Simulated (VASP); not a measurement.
Wanted: the native input for a VASP 6.6.1 run.

- Task: relaxation of cell and atoms
- Functional: PBEsol
- Potentials or basis: VASP PAW PBE potentials, release 64 (Cd, Se)
- Cutoff: 600 eV
- k mesh: 6 × 6 × 6
- Occupations: fermi-dirac, width 0.03 eV
- Spin: no spin polarisation
- Dipole correction: no
- Further INCAR settings: ALGO = Normal; EDIFF = 1e-06; IBRION = 2; EDIFFG = -0.01; NSW = 100; ISIF = 3

The structure of CdSe2 lies in POSCAR:

```
CdSe2
1.0
    1.9109328100      1.1032775700      6.0698037800
   -1.9109328100      1.1032775700      6.0698037800
    0.0000000000     -2.2065551500      6.0698037800
Cd Se
1 2
Direct
    0.0000000000      0.0000000000      0.0000000000
    0.7513513500      0.7513513500      0.7513513500
    0.2486486500      0.2486486500      0.2486486500
```

One way to write it, as run:

INCAR

```
SYSTEM = CdSe2
PREC = Accurate ; ENCUT = 600
EDIFF = 1E-6 ; ISMEAR = -1
SIGMA = 0.03 ; LREAL = .False.
LASPH = .True. ; NELM = 100
ALGO = Normal ; ISIF = 3
LWAVE = .False. ; LCHARG = .False.
GGA = PS ; IBRION = 2
NSW = 100 ; EDIFFG = -0.01
```

KPOINTS

```
Automatic mesh
0
Gamma
  6 6 6
  0 0 0
```

Potentials or basis: VASP PAW PBE potentials, release 64 (Cd, Se).

Command:

```console
$ cat potpaw_PBE.64/Cd/POTCAR potpaw_PBE.64/Se/POTCAR > POTCAR
$ mpirun -np 1 vasp_std > vasp.out
```

Results of the run:

```json
{
  "Relaxed volume": "22.68 Å³/atom",
  "Relaxed cell": "a = 5.758 Å, b = 5.758 Å, c = 5.758 Å, α = 39.01°, β = 39.01°, γ = 39.01°",
  "Space group after relaxing (to 0.1 Å)": "R-3m (No. 166)",
  "Energy gained by relaxing": "136.0 meV/atom",
  "Ionic steps": "21",
  "Pressure after relaxing": "0.0 GPa",
  "Band gap on the k mesh": "zero (bands 12 and 13 overlap by 1.82 eV)"
}
```

Caveat: the PAW data sets were made with another functional, which shifts forces and pressure a little.

It took 27 min on 1 thread of Intel(R) Xeon(R) Platinum 8488C (Sapphire Rapids) (shared host), peak memory 0.47 GiB.
